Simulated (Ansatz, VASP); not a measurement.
**LuHf4O in VASP and in Ansatz**

File INCAR:

```
PREC = Accurate
ENCUT = 520
EDIFF = 1E-7
ISMEAR = 0
SIGMA = 0.1
LREAL = False
LASPH = True
NELM = 80
ALGO = Normal
ISIF = 2
LWAVE = False
LCHARG = False
GGA = PE
NBANDS = 44
```

The input KPOINTS:

```
regular mesh
0
Gamma
  6 6 4
```

Contents of POSCAR:

```
LuHf4O
1.0
    5.3945400500      0.0000000000      0.0000000000
   -2.6972700200      4.6718087200      0.0000000000
    0.0000000000      0.0000000000      4.4669243100
Lu Hf O
1 4 1
Direct
    0.0000000000      0.0000000000      0.0000000000
    0.3333333300      0.6666666700      0.0000000000
    0.5006160100      0.4993839900      0.5000000000
    0.5006160100      0.0012320300      0.5000000000
    0.9987679700      0.4993839900      0.5000000000
    0.6666666700      0.3333333300      0.0000000000
```

Input for Ansatz:

```yaml
crystal:
  lattice:
    - [5.39454005, 0.0, 0.0]
    - [-2.69727002, 4.67180872, 0.0]
    - [0.0, 0.0, 4.46692431]
  atoms:
    - { symbol: Lu, position: [0.0, 0.0, 0.0] }
    - { symbol: Hf, position: [0.33333333, 0.66666667, 0.0] }
    - { symbol: Hf, position: [0.50061601, 0.49938399, 0.5] }
    - { symbol: Hf, position: [0.50061601, 0.00123203, 0.5] }
    - { symbol: Hf, position: [0.99876797, 0.49938399, 0.5] }
    - { symbol: O, position: [0.66666667, 0.33333333, 0.0] }
basis:
  ecutwfc: 420
kpoints:
  mp_grid: { grid: [6, 6, 4] }
hamiltonian:
  xc: pbe
scf:
  occupations: { method: gaussian, width: 0.1 }
  lower_state_search: "off"
output:
  forces: true
  stress: true
  eigenvalues: true
```

Change from the starting cell: species swapped into the CePdPt4 type (P-6m2, No. 187).

Alike in both runs: task single point; functional PBE; k mesh 6 × 6 × 4; occupations gaussian, width 0.1 eV; no spin polarisation.

|  | VASP | Ansatz |
| --- | --- | --- |
| version | VASP 6.6.1 | Ansatz 0.2.0 |
| potentials or method | VASP PAW PBE potentials, release 64 (Lu, Hf_pv, O), cutoff 520 eV | scalar-relativistic, plane waves, PAW |
| valence electrons in the cell | 71 | 135 |

```csv
,VASP,Ansatz,Ansatz less VASP
gap on the k mesh at the Fermi level (eV),none,none,-
pressure (GPa),17.3,17.7,+0.46
"traceless stress, the component that is largest in VASP (GPa)",-8.03,-7.83,+0.196
rms of the force components (eV/Å),0.067,0.086,+0.0192
```

Atom by atom the forces differ by 0.019 eV/Å (rms over components). A gap of «none» marks a metal or a gap that the smearing closes. With one functional, cell and mesh, what is left measures potentials, basis and numerics. VASP's potentials hold 71 valence electrons a cell and Ansatz's 135, so a difference there can come from the potentials and not from the codes.

Spin-orbit coupling is off throughout.
